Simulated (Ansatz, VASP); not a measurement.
## One calculation of SiC, two programs

```
Si C
1.0
     3.09194    0.00000    0.00000
    -1.54597    2.67770    0.00000
     0.00000    0.00000    5.17578
Si C
2 2
Direct
  0.33333 0.66667 0.50040
  0.66667 0.33333 0.00040
  0.33333 0.66667 0.87460
  0.66667 0.33333 0.37460
```

Change from the starting cell: strain along c alone, the other axes held, atoms relaxed: +2.0 %.

Alike in both runs: functional PBE; k mesh 12 × 12 × 6; occupations gaussian, width 0.02 eV; no spin polarisation.

Ansatz relaxed the structure, and its values are those at the end. VASP's run is a single point on that final structure, the one shown.

|  | VASP | Ansatz |
| --- | --- | --- |
| version | VASP 6.6.1 | Ansatz 0.2.0 |
| potentials or method | VASP PAW PBE potentials, release 64 (Si, C), cutoff 520 eV | scalar-relativistic, plane waves, PAW |
| valence electrons in the cell | 16 | 16 |

Ansatz gave:

* gap on the k mesh at the Fermi level (eV): 2.21
* least direct gap on the mesh (eV): 4.06
* pressure (GPa): -4.0

**Question.** Estimate VASP's values.

**Answer.** gap on the k mesh at the Fermi level (eV): 2.20; least direct gap on the mesh (eV): 4.06; pressure (GPa): -4.0.

With one functional, cell and mesh, what is left measures potentials, basis and numerics. Ansatz's warnings: stress scf threshold loose.
